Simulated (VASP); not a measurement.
# AlCo3B (Pm-3m) in VASP: single point with PBE

Aim: the single point of AlCo3B with PBE.

Everything below comes from runs of VASP 6.6.1. Logs are shortened: lines on timing, memory, paths and dates and some standing lists are left out, and cuts for length are marked.

**1. The cell of the first run**

Symmetry: Pm-3m, No. 221, cubic system. Conventional cell: a = 3.628 Å, b = 3.628 Å, c = 3.628 Å, α = 90.00°, β = 90.00°, γ = 90.00°. Within 3.4 Å of Al (site symmetry m-3m) lie 12 Co at 2.57 Å and 8 B at 3.14 Å. Within 2.4 Å of Co (site symmetry 4/mmm) lie 2 B at 1.81 Å. B (site symmetry m-3m) has 6 Co at 1.81 Å within 2.4 Å.

**2. Single point, PBE, collinear spin, ferromagnetic start (Fe replaced by Co, lengths x 0.982, strained)**

File INCAR:

```
ALGO = Normal ; EDIFF = 1E-6
ENCUT = 520 ; GGA = PE
ISIF = 2 ; ISMEAR = 0
ISPIN = 2 ; LASPH = True
LCHARG = True ; LELF = True
LMAXMIX = 4 ; LORBIT = 11
LREAL = False ; LVHAR = True
LWAVE = False ; MAGMOM = 0 3 3 3 0
NBANDS = 28 ; NELM = 150
PREC = Accurate ; SIGMA = 0.1
```

File KPOINTS:

```
k-points
0
Gamma
  6 6 6
```

File POSCAR:

```
AlCo3B
1.0
    3.6284134298      0.0000000000      0.0000000000
    0.0000000000      3.6284134298      0.0000000000
    0.0000000000      0.0000000000      3.6284134298
Al Co B
1 3 1
Direct
    0.5000000000      0.5000000000      0.5000000000
    0.5000000000      0.0000000000      0.0000000000
    0.0000000000      0.5000000000      0.0000000000
    0.0000000000      0.0000000000      0.5000000000
    0.0000000000      0.0000000000      0.0000000000
```

Potentials or basis: VASP PAW PBE potentials, release 64 (Al, Co, B).

Launch:

```
cat potpaw_PBE.64/Al/POTCAR potpaw_PBE.64/Co/POTCAR potpaw_PBE.64/B/POTCAR > POTCAR
mpirun -np 1 vasp_std > vasp.out
```

OUTCAR:

```text
EDIFF = 1E-6
   ENCUT = 520
   GGA = PE
   ISIF = 2
   ISMEAR = 0
   ISPIN = 2
   LASPH = True
   LORBIT = 11
   LREAL = False
   NELM = 150
   PREC = Accurate

 ion  position               nearest neighbor table
   1  0.500  0.500  0.500-   2 2.57   3 2.57   4 2.57   2 2.57   3 2.57   2 2.57   4 2.57   2 2.57
                             3 2.57   4 2.57   3 2.57   4 2.57
   2  0.500  0.000  0.000-   5 1.81   5 1.81   4 2.57   1 2.57   1 2.57   4 2.57   1 2.57   3 2.57
                             1 2.57   3 2.57   4 2.57   3 2.57   4 2.57   3 2.57
   3  0.000  0.500  0.000-   5 1.81   5 1.81   4 2.57   1 2.57   1 2.57   4 2.57   2 2.57   4 2.57
                             2 2.57   4 2.57   1 2.57   2 2.57   1 2.57   2 2.57
   4  0.000  0.000  0.500-   5 1.81   5 1.81   3 2.57   1 2.57   2 2.57   3 2.57   2 2.57   1 2.57
                             3 2.57   3 2.57   1 2.57   2 2.57   2 2.57   1 2.57
   5  0.000  0.000  0.000-   2 1.81   3 1.81   4 1.81   4 1.81   3 1.81   2 1.81

  LATTYP: Found a simple cubic cell.
 ALAT       =     3.6284134298

  Lattice vectors:

 A1 = (   3.6284134298,   0.0000000000,   0.0000000000)
 A2 = (   0.0000000000,   3.6284134298,   0.0000000000)
 A3 = (   0.0000000000,   0.0000000000,   3.6284134298)

Analysis of symmetry for initial positions (statically):
=====================================================================
 Subroutine PRICEL returns:
 Original cell was already a primitive cell.

 Routine SETGRP: Setting up the symmetry group for a
 simple cubic supercell.

 Subroutine GETGRP returns: Found 48 space group operations
 (whereof 48 operations were pure point group operations)
 out of a pool of 48 trial point group operations.

The static configuration has the point symmetry O_h .

Analysis of symmetry for dynamics (positions and initial velocities):
=====================================================================
 Subroutine PRICEL returns:
 Original cell was already a primitive cell.

 Routine SETGRP: Setting up the symmetry group for a
 simple cubic supercell.

 Subroutine GETGRP returns: Found 48 space group operations
 (whereof 48 operations were pure point group operations)
 out of a pool of 48 trial point group operations.

The dynamic configuration has the point symmetry O_h .

Analysis of structural, dynamic, and magnetic symmetry:
=====================================================================
 Subroutine PRICEL returns:
 Original cell was already a primitive cell.

 Routine SETGRP: Setting up the symmetry group for a
 simple cubic supercell.

 Subroutine GETGRP returns: Found 48 space group operations
 (whereof 48 operations were pure point group operations)
 out of a pool of 48 trial point group operations.

The overall configuration has the point symmetry O_h .

 Subroutine INISYM returns: Found 48 space group operations
 (whereof 48 operations are pure point group operations),
 and found     1 'primitive' translations

----------------------------------------------------------------------------------------

                                     Primitive cell

  volume of cell :      47.7695

  direct lattice vectors                    reciprocal lattice vectors
     3.628413430  0.000000000  0.000000000     0.275602552  0.000000000  0.000000000
     0.000000000  3.628413430  0.000000000     0.000000000  0.275602552  0.000000000
     0.000000000  0.000000000  3.628413430     0.000000000  0.000000000  0.275602552

  length of vectors
     3.628413430  3.628413430  3.628413430     0.275602552  0.275602552  0.275602552

  position of ions in fractional coordinates (direct lattice)
     0.500000000  0.500000000  0.500000000
     0.500000000  0.000000000  0.000000000
     0.000000000  0.500000000  0.000000000
     0.000000000  0.000000000  0.500000000
     0.000000000  0.000000000  0.000000000

  ion indices of the primitive-cell ions
   primitive index   ion index
                 1           1
                 2           2
                 3           3
                 4           4
                 5           5

----------------------------------------------------------------------------------------

 KPOINTS: k-points

Automatic generation of k-mesh.
 Grid dimensions read from file:
 generate k-points for:    6    6    6

 Generating k-lattice:

  Cartesian coordinates                     Fractional coordinates (reciprocal lattice)
     0.045933759  0.000000000  0.000000000     0.166666667  0.000000000  0.000000000
     0.000000000  0.045933759  0.000000000     0.000000000  0.166666667  0.000000000
     0.000000000  0.000000000  0.045933759     0.000000000  0.000000000  0.166666667

  Length of vectors
     0.045933759  0.045933759  0.045933759

  Shift w.r.t. Gamma in fractional coordinates (k-lattice)
     0.000000000  0.000000000  0.000000000

 Subroutine IBZKPT returns following result:
 ===========================================

 Found     20 irreducible k-points:

 Following reciprocal coordinates:
            Coordinates               Weight
  0.000000  0.000000  0.000000      1.000000
  0.166667  0.000000  0.000000      6.000000
  0.333333  0.000000  0.000000      6.000000
  0.500000  0.000000  0.000000      3.000000
  0.166667  0.166667  0.000000     12.000000
  0.333333  0.166667  0.000000     24.000000
[... 12 lines left out ...]
  0.500000  0.500000  0.333333      6.000000
  0.500000  0.500000  0.500000      1.000000
   k-points           NKPTS =     20   k-points in BZ     NKDIM =     20   number of bands    NBANDS=     28
   number of dos      NEDOS =    301   number of ions     NIONS =      5
   total plane-waves  NPLWV =  21952
   dimension x,y,z NGX =    28 NGY =   28 NGZ =   28
   dimension x,y,z NGXF=    56 NGYF=   56 NGZF=   56
   ions per type =               1   3   1
   NGX,Y,Z   is equivalent  to a cutoff of  12.83, 12.83, 12.83 a.u.
   NGXF,Y,Z  is equivalent  to a cutoff of  25.66, 25.66, 25.66 a.u.
 SYSTEM =  unknown system
   PREC   = accura    normal or accurate (medium, high low for compatibility)
   ISTART =      0    job   : 0-new  1-cont  2-samecut
   ICHARG =      2    charge: 1-file 2-atom 10-const
   ISPIN  =      2    spin polarized calculation?
   LNONCOLLINEAR =      F non collinear calculations
   LSORBIT =      F    spin-orbit coupling
   LASPH  =      T    aspherical Exc in radial PAW
   ENCUT  =  520.0 eV  38.22 Ry    6.18 a.u.   6.75  6.75  6.75*2*pi/ulx,y,z
   NELM   =    150;   NELMIN=  2; NELMDL= -5     # of ELM steps
   EDIFF  = 0.1E-05   stopping-criterion for ELM
   LREAL  =      F    real-space projection
[... 7 lines left out ...]
   TEBEG  =    0.0;   TEEND  =   0.0 temperature during run
   PSTRESS=    0.0 pullay stress
   NELECT =      33.0000    total number of electrons
   NUPDOWN=      -1.0000    fix difference up-down
   EMIN   =  10.00;   EMAX   =-10.00  energy-range for DOS
   EFERMI =   0.00;   METHOD = LEGACY
   ISMEAR =     0;   SIGMA  =   0.10  broadening in eV -4-tet -1-fermi 0-gaus
   EFERMI_NEDOS =   21; number of points for ismear=-14 and -15
   IALGO  =     38    algorithm
   IMIX   =      4    mixing-type and parameters
     AMIX     =   0.40;   BMIX     =  1.00
     AMIX_MAG =   1.60;   BMIX_MAG =  1.00
  volume/ion in A,a.u.               =       9.55        64.47
  Fermi-wavevector in a.u.,A,eV,Ry     =   1.447203  2.734817 28.495985  2.094396
  Thomas-Fermi vector in A             =   2.565184
   LORBIT       =     11    0 simple, 1 ext, 2 COOP (PROOUT), +10 PAW based schemes
   GGA     = PE    functional components
   LHFCALC =     F    Hartree Fock is set to
   AEXX    =    0.0000 exact exchange contribution
   IVDW    =     0    specifies the selected vdW correction
   LEPSILON=     F    determine dielectric tensor
   LRPA    =     F    only Hartree local field effects (RPA)
 spin polarized calculation
 Gauss-broadening in eV      SIGMA  =   0.10
  energy-cutoff  :      520.00
  volume of cell :       47.77
 maximum number of plane-waves:      1328
 NGX is ok and might be reduce to    28
   NGX = 13   NGY = 13   NGZ = 13

 number of electron      33.0000018 magnetization       1.0163671

 Free energy of the ion-electron system (eV)
  ---------------------------------------------------
  ext. energy  EPLUGINS =         0.00000000
  ---------------------------------------------------
  free energy    TOTEN  =       -32.47784620 eV

  energy without entropy =      -32.46855390  energy(sigma->0) =      -32.47320005

 E-fermi :  10.7987     XC(G=0): -13.0575

 val. band max:       10.7986752116   @ k =   0.0000   0.0000   0.0000
 cond. band min:      10.8434770306   @ k =   0.3333   0.1667   0.0000
 fundamental gap:      0.0448018190
 Fermi energy:        10.7986848739

 spin component 1

 k-point     1 :       0.0000    0.0000    0.0000
  band No.  band energies     occupation
      1      -1.0107      1.00000
      2       3.5496      1.00000
      3       6.9786      1.00000
      4       6.9786      1.00000
      5       6.9786      1.00000
      6       7.2305      1.00000
[... 609 lines left out ...]
     27      28.4149      0.00000
     28      28.4628      0.00000
 Fermi energy:        10.7986848739

 spin component 2

 k-point     1 :       0.0000    0.0000    0.0000
  band No.  band energies     occupation
      1      -1.0409      1.00000
      2       3.5812      1.00000
      3       7.3147      1.00000
      4       7.3147      1.00000
      5       7.3147      1.00000
      6       7.5788      1.00000
[... 609 lines left out ...]
     27      28.3268      0.00000
     28      28.4820      0.00000

------------------------ aborting loop because EDIFF is reached ----------------------------------------

  FORCE on cell =-STRESS in cart. coord.  units (eV):
  Direction    XX          YY          ZZ          XY          YZ          ZX
  --------------------------------------------------------------------------------------
  -------------------------------------------------------------------------------------
  Total        8.4304609      8.4304609      8.4304609     -0.0000000     -0.0000000      0.0000000
  in kB      282.7558541    282.7558541    282.7558541     -0.0000000     -0.0000000      0.0000000
  external PRESSURE =     282.7558541 kB  Pullay stress =       0.0000000 kB

 VOLUME and BASIS-vectors are now :
 -----------------------------------------------------------------------------
  energy-cutoff  :      520.00
  volume of cell :       47.77
      direct lattice vectors                 reciprocal lattice vectors
     3.628413430  0.000000000  0.000000000     0.275602552  0.000000000  0.000000000
     0.000000000  3.628413430  0.000000000     0.000000000  0.275602552  0.000000000
     0.000000000  0.000000000  3.628413430     0.000000000  0.000000000  0.275602552

 POSITION                                       TOTAL-FORCE (eV/Angst)
 -----------------------------------------------------------------------------------
      1.81421      1.81421      1.81421         0.000000      0.000000      0.000000
      1.81421      0.00000      0.00000         0.000000      0.000000      0.000000
      0.00000      1.81421      0.00000         0.000000      0.000000      0.000000
      0.00000      0.00000      1.81421         0.000000      0.000000      0.000000
      0.00000      0.00000      0.00000         0.000000      0.000000      0.000000
 -----------------------------------------------------------------------------------
    total drift:                                0.000000      0.000000     -0.000000

  FREE ENERGIE OF THE ION-ELECTRON SYSTEM (eV)
  ---------------------------------------------------
  free  energy   TOTEN  =       -32.4778462022 eV

  energy  without entropy=      -32.4685538960  energy(sigma->0) =      -32.47320005

 total charge

# of ion       s       p       d       tot
------------------------------------------
    1        0.389   0.380   0.000   0.769
    2        0.501   0.715   7.564   8.779
    3        0.501   0.715   7.564   8.779
    4        0.501   0.715   7.564   8.779
    5        0.857   1.431   0.000   2.287
--------------------------------------------------
tot          2.749   3.954  22.691  29.394

 magnetization (x)

# of ion       s       p       d       tot
------------------------------------------
    1       -0.004  -0.010   0.000  -0.014
    2       -0.003  -0.014   0.391   0.374
    3       -0.003  -0.014   0.391   0.374
    4       -0.003  -0.014   0.391   0.374
    5       -0.005  -0.033   0.000  -0.038
--------------------------------------------------
tot         -0.017  -0.086   1.173   1.070
```

It took 27 s on 1 thread of Intel Xeon 6975P-C, shared host; peak memory 0.19 GiB.

Results:

```
Free energy                                           : -32.4778 eV
Pressure                                              : 28.3 GPa
Band gap on the k mesh                                : zero (filled and empty bands overlap)
Net moment                                            : 1.02 μB per cell
Site moments                                          : Al -0.01; Co +0.37; B -0.04 μB
Valence electrons inside the program's atomic spheres : Al 0.77; Co 8.78; B 2.29
```

Caveat: the cell differs from its parent crystal (Fe replaced by Co, lengths x 0.982, strained); the cell stands under pressure.

The gap in the log of VASP goes by the Fermi energy; the results here count the filled bands.